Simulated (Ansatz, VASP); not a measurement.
## Tl: VASP beside Ansatz

The input POSCAR:

```
Tl
1.0
    0.0000000000      3.3321408732      3.3321408732
    3.3321408732      0.0000000000      3.3321408732
    3.3321408732      3.3321408732      0.0000000000
Tl
2
Direct
    0.1250000000      0.1250000000      0.1250000000
    0.8750000000      0.8750000000      0.8750000000
```

File INCAR.step1:

```
  PREC = Accurate
  ENCUT = 550
  ISMEAR = -1
  SIGMA = 0.1
  LREAL = F
  LASPH = T
  NELM = 120
  NBANDS = 20
  GGA = PE
  ALGO = Normal
  EDIFF = 1E-5
  LWAVE = T
  LCHARG = F
  GGA_COMPAT = F
```

File INCAR.step2:

```
  PREC = Accurate
  ENCUT = 550
  EDIFF = 1E-6
  ISMEAR = -1
  SIGMA = 0.1
  LREAL = F
  LASPH = T
  NELM = 120
  ALGO = Normal
  ISIF = 2
  LWAVE = F
  LCHARG = F
  METAGGA = R2SCAN
  LMIXTAU = T
  NBANDS = 20
  ISTART = 1
  GGA_COMPAT = F
```

Contents of KPOINTS:

```
regular mesh
0
Gamma
  9 9 9
```

Input for Ansatz:

```yaml
crystal:
  lattice:
    - [0.0, 3.3321408732, 3.3321408732]
    - [3.3321408732, 0.0, 3.3321408732]
    - [3.3321408732, 3.3321408732, 0.0]
  atoms:
    - { symbol: Tl, position: [0.125, 0.125, 0.125] }
    - { symbol: Tl, position: [0.875, 0.875, 0.875] }
hamiltonian:
  xc: r2scan
  pseudopotentials:
    kind: paw
    azcp:
      Tl: "pseudopotentials/Tl.paw.azcp"
basis:
  ecutwfc: 500
  fft_grid_basis: typed
kpoints:
  mp_grid: { grid: [9, 9, 9], shift: [0, 0, 0] }
magnetization:
  spin_polarized: false
scf:
  occupations: { method: fermi_dirac, width: 0.1 }
  lower_state_search: "off"
output:
  stress: true
```

Alike in both runs: task single point; functional r2SCAN; k mesh 9 × 9 × 9; occupations fermi-dirac, width 0.1 eV; no spin polarisation.

|  | VASP | Ansatz |
| --- | --- | --- |
| version | VASP 6.6.1 | Ansatz 0.2.0 |
| potentials or method | VASP PAW PBE potentials, release 64 (Tl_d), cutoff 550 eV | plane waves (500 eV) with PAW, scalar-relativistic |
| valence electrons in the cell | 26 | 26 |

|  | VASP | Ansatz | Ansatz less VASP |
| --- | --- | --- | --- |
| pressure (GPa) | 3.2 | 3.2 | -0.01 |

VASP's potentials were made for PBE, not for r2SCAN. The functional is the same, so the differences come from potentials, cutoffs and numerics.

Neither program's run includes spin-orbit coupling.
